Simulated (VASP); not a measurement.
# BN (P1) in VASP: a series of runs

BN is run at these levels: PBEsol, LDA; tasks: single point.

Everything below comes from runs of VASP 6.6.1. Logs are shortened: lines on timing, memory, paths and dates and some standing lists are left out, and cuts for length are marked.

## 1. The cell of the first run

The typed cell holds 2 atoms: a = 2.508 Å, b = 2.508 Å, c = 3.274 Å, α = 101.11°, β = 101.11°, γ = 119.81°.

## 2. Single point, PBEsol

File INCAR:

```
SYSTEM = BN
ALGO = Normal
EDIFF = 1E-7
ENCUT = 520
GGA = PS
ISIF = 2
ISMEAR = -1
LASPH = .True.
LCHARG = .False.
LREAL = .False.
LWAVE = .False.
NBANDS = 11
NELM = 80
PREC = Accurate
SIGMA = 0.05
```

File KPOINTS:

```
k-points
0
Gamma
  13 13 9
  0 0 0
```

File POSCAR:

```
BN
1.0
    2.5080409239      0.0000000000      0.0000000000
   -1.2467107647      2.1762310413      0.0000000000
   -0.6306650796     -1.0881155206      3.0225400000
N B
1 1
Direct
    0.6685060000      0.3323850000      0.9849990000
    0.9796430000      0.9834990000      0.0018060000
```

Potentials or basis: VASP PAW PBE potentials, release 64 (N, B).

The run is started by

```console
cat potpaw_PBE.64/N/POTCAR potpaw_PBE.64/B/POTCAR > POTCAR
mpirun -np 1 vasp_std > vasp.out
```

OUTCAR:

```text
SYSTEM = BN
   EDIFF = 1E-7
   ENCUT = 520
   GGA = PS
   ISIF = 2
   ISMEAR = -1
   LASPH = .True.
   LREAL = .False.
   NELM = 80
   PREC = Accurate

 ion  position               nearest neighbor table
   1  0.669  0.332  0.985-   2 1.40   2 1.43   2 1.52
   2  0.980  0.983  0.002-   1 1.40   1 1.43   1 1.52

  LATTYP: Found a face centered orthorhombic cell.
 ALAT       =     2.5153400000
 B/A-ratio  =     1.7253460765
 C/A-ratio  =     2.4032854405

  Lattice vectors:

 A1 = (  -1.8773758443,   1.0881155207,   3.0225400000)
 A2 = (   0.6306650796,   1.0881155207,   3.0225400000)
 A3 = (  -1.2467107647,   2.1762310413,   0.0000000000)

Analysis of symmetry for initial positions (statically):
=====================================================================
 Subroutine PRICEL returns:
 Original cell was already a primitive cell.

 Routine SETGRP: Setting up the symmetry group for a
 face centered orthorhombic supercell.

 Subroutine GETGRP returns: Found  1 space group operations
 (whereof  1 operations were pure point group operations)
 out of a pool of  8 trial point group operations.

The static configuration has the point symmetry C_1 .

Analysis of symmetry for dynamics (positions and initial velocities):
=====================================================================
 Subroutine PRICEL returns:
 Original cell was already a primitive cell.

 Routine SETGRP: Setting up the symmetry group for a
 face centered orthorhombic supercell.

 Subroutine GETGRP returns: Found  1 space group operations
 (whereof  1 operations were pure point group operations)
 out of a pool of  8 trial point group operations.

The dynamic configuration has the point symmetry C_1 .

 Subroutine INISYM returns: Found  1 space group operations
 (whereof  1 operations are pure point group operations),
 and found     1 'primitive' translations

----------------------------------------------------------------------------------------

                                     Primitive cell

  volume of cell :      16.4973

  direct lattice vectors                    reciprocal lattice vectors
     2.508040924  0.000000000  0.000000000     0.398717577  0.228415773  0.165423783
    -1.246710765  2.176231041  0.000000000     0.000000000  0.459510034  0.165423783
    -0.630665080 -1.088115521  3.022540000     0.000000000  0.000000000  0.330847565

  length of vectors
[... 100 lines left out ...]
   LSORBIT =      F    spin-orbit coupling
   LASPH  =      T    aspherical Exc in radial PAW
   ENCUT  =  520.0 eV  38.22 Ry    6.18 a.u.   4.66  4.66  6.09*2*pi/ulx,y,z
   NELM   =     80;   NELMIN=  2; NELMDL= -5     # of ELM steps
   EDIFF  = 0.1E-06   stopping-criterion for ELM
   LREAL  =      F    real-space projection
   EDIFFG = 0.1E-05   stopping-criterion for IOM
   NSW    =      0    number of steps for IOM
   IBRION =     -1    ionic relax: 0-MD 1-quasi-New 2-CG
   NFREE  =      0    steps in history (QN), initial steepest desc. (CG)
   ISIF   =      2    stress and relaxation
   ISYM   =      2    0-nonsym 1-usesym 2-fastsym
   POTIM  = 0.5000    time-step for ionic-motion
   TEBEG  =    0.0;   TEEND  =   0.0 temperature during run
   PSTRESS=    0.0 pullay stress
   NELECT =       8.0000    total number of electrons
   NUPDOWN=      -1.0000    fix difference up-down
   EMIN   =  10.00;   EMAX   =-10.00  energy-range for DOS
[... 5 lines left out ...]
     AMIX     =   0.40;   BMIX     =  1.00
     AMIX_MAG =   1.60;   BMIX_MAG =  1.00
  volume/ion in A,a.u.               =       8.25        55.66
  Fermi-wavevector in a.u.,A,eV,Ry     =   1.286178  2.430523 22.507475  1.654253
  Thomas-Fermi vector in A             =   2.418268
   LORBIT       =      0    0 simple, 1 ext, 2 COOP (PROOUT), +10 PAW based schemes
   GGA     = PS    functional components
   LHFCALC =     F    Hartree Fock is set to
   AEXX    =    0.0000 exact exchange contribution
   IVDW    =     0    specifies the selected vdW correction
   LEPSILON=     F    determine dielectric tensor
   LRPA    =     F    only Hartree local field effects (RPA)
 non-spin polarized calculation
  energy-cutoff  :      520.00
  volume of cell :       16.50
 maximum number of plane-waves:       462
   NGX =  9   NGY =  9   NGZ = 13

 number of electron       8.0000000 magnetization

 Free energy of the ion-electron system (eV)
  ---------------------------------------------------
  ext. energy  EPLUGINS =         0.00000000
  ---------------------------------------------------
  free energy    TOTEN  =       -18.13756095 eV

  energy without entropy =      -18.13756095  energy(sigma->0) =      -18.13756095

 E-fermi :   4.4231     XC(G=0): -10.9171

 val. band max:        3.4140353245   @ k =   0.3846   0.3846   0.1111
 cond. band min:       6.1179957512   @ k =  -0.4615  -0.4615   0.4444
 fundamental gap:      2.7039604266
 Fermi energy:         4.4230514522

 k-point     1 :       0.0000    0.0000    0.0000
  band No.  band energies     occupation
      1     -14.9141      2.00000
      2      -0.4765      2.00000
      3       0.8860      2.00000
      4       2.5024      2.00000
      5       8.6148      0.00000
      6      13.4814      0.00000
      7      15.5687      0.00000
      8      16.2000      0.00000
      9      18.1595      0.00000
     10      28.3956      0.00000
     11      30.3685      0.00000
[... 309 lines left out ...]
 k-point    24 :       0.2308    0.1538    0.0000
  band No.  band energies     occupation
      1     -12.7157      2.00000
      2      -3.2747      2.00000
      3      -1.6230      2.00000
      4       0.7610      2.00000
      5      10.1706      0.00000
      6      13.5686      0.00000
      7      15.4937      0.00000
      8      19.0503      0.00000
      9      20.3900      0.00000
     10      23.9168      0.00000
     11      27.8290      0.00000

 [... further k-points ...]
[... 5 lines left out ...]
  --------------------------------------------------------------------------------------
  -------------------------------------------------------------------------------------
  Total       -0.6076530      0.6804011      0.5113635     -0.5397683      0.1221810      0.0567149
  in kB      -59.0139296     66.0790699     49.6625042    -52.4211181     11.8659514      5.5080288
  external PRESSURE =      18.9092149 kB  Pullay stress =       0.0000000 kB

 VOLUME and BASIS-vectors are now :
 -----------------------------------------------------------------------------
  energy-cutoff  :      520.00
  volume of cell :       16.50
      direct lattice vectors                 reciprocal lattice vectors
     2.508040924  0.000000000  0.000000000     0.398717577  0.228415773  0.165423783
    -1.246710765  2.176231041  0.000000000     0.000000000  0.459510034  0.165423783
    -0.630665080 -1.088115521  3.022540000     0.000000000  0.000000000  0.330847565

 POSITION                                       TOTAL-FORCE (eV/Angst)
 -----------------------------------------------------------------------------------
      0.64105     -0.34845      2.97720        -1.666977     -2.093125      0.583581
      1.22971      2.13836      0.00546         1.666977      2.093125     -0.583581
 -----------------------------------------------------------------------------------
    total drift:                               -0.000189     -0.000008     -0.000139

  FREE ENERGIE OF THE ION-ELECTRON SYSTEM (eV)
  ---------------------------------------------------
  free  energy   TOTEN  =       -18.1375609481 eV

  energy  without entropy=      -18.1375609481  energy(sigma->0) =      -18.13756095
```

stdout:

```text
POSCAR found type information on POSCAR N B
 POSCAR found :  2 types and       2 ions
 scaLAPACK will be used
 -----------------------------------------------------------------------------
|                                                                             |
|                                                                             |
[... 21 lines left out ...]
|     Results are often still useful ...                                      |
|                                                                             |
 -----------------------------------------------------------------------------

 POSCAR, INCAR and KPOINTS ok, starting setup
 FFT: planning ... GRIDC
 FFT: planning ... GRID_SOFT
 FFT: planning ... GRID
 WAVECAR not read
 entering main loop
```

Run time: 43 s. Hardware: 1 thread of Intel Xeon 6975P-C (Granite Rapids), shared host; peak memory 0.23 GiB.

Results:

| Quantity | Value |
| --- | --- |
| Free energy | -18.1376 eV |
| Pressure | 1.9 GPa |
| Largest force | 2.739 eV/Å |
| Band gap on the k mesh | 2.70 eV, indirect (least direct gap 4.47 eV) |

Forces in eV/Å, atoms in the order of the input:
```
N   -1.667 -2.093  0.584
B    1.667  2.093 -0.584
```

Caveat: the PAW data sets were made with another functional, which shifts forces and pressure a little. A k mesh can miss the band edges.

## 3. Single point, LDA

This run uses another cell than the first one, of 8.41 Å³/atom, 1.020 times its volume.

File INCAR:

```
PREC = Accurate ; ENCUT = 520
EDIFF = 1E-7 ; ISMEAR = -1
SIGMA = 0.05 ; LREAL = F
LASPH = T ; NELM = 100
ALGO = Normal ; ISIF = 2
LWAVE = F ; LCHARG = F
GGA = CA ; NBANDS = 11
```

File KPOINTS:

```
regular mesh
0
Gamma
  13 13 9
```

File POSCAR:

```
BN
1.0
    2.5246509505      0.0000000000      0.0000000000
   -1.2549673680      2.1906435874      0.0000000000
   -0.6348417913     -1.0953217937      3.0425574046
N B
1 1
Direct
    0.6685060000      0.3323850000      0.9849990000
    0.9796430000      0.9834990000      0.0018060000
```

Potentials or basis: VASP PAW LDA potentials, release 64 (N, B).

The run is started by

```console
cat potpaw_LDA.64/N/POTCAR potpaw_LDA.64/B/POTCAR > POTCAR
mpirun -np 1 vasp_std > vasp.out
```

It took 51 s on 1 thread of Intel Xeon 6975P-C (Granite Rapids), shared host; peak memory 0.23 GiB.

Results (log left out):

| Item | Value |
| --- | --- |
| Free energy | -19.1426 eV |
| Pressure | -8.5 GPa |
| Largest force | 2.580 eV/Å |
| Band gap on the k mesh | 2.64 eV, indirect (least direct gap 4.35 eV) |

Forces on the atoms (eV/Å):
```
N   -1.560 -1.957  0.628
B    1.560  1.957 -0.628
```

Stress tensor (GPa, compression positive):
```
-19.08  -4.12   0.49
 -4.12  -9.13   1.11
  0.49   1.11   2.68
```

Levels at points of the mesh, in eV from the valence-band top:
```
           k point  band 1  band 2  band 3  band 4  band 5  band 6  band 7  band 8  band 9
(0.00, 0.00, 0.00)  -18.02   -3.83   -2.57   -0.96    5.10    9.83   11.93   12.41   14.48
```

Caveat: forces of over 1 eV/Å act on the atoms, so gaps and moduli don't describe the material at rest.
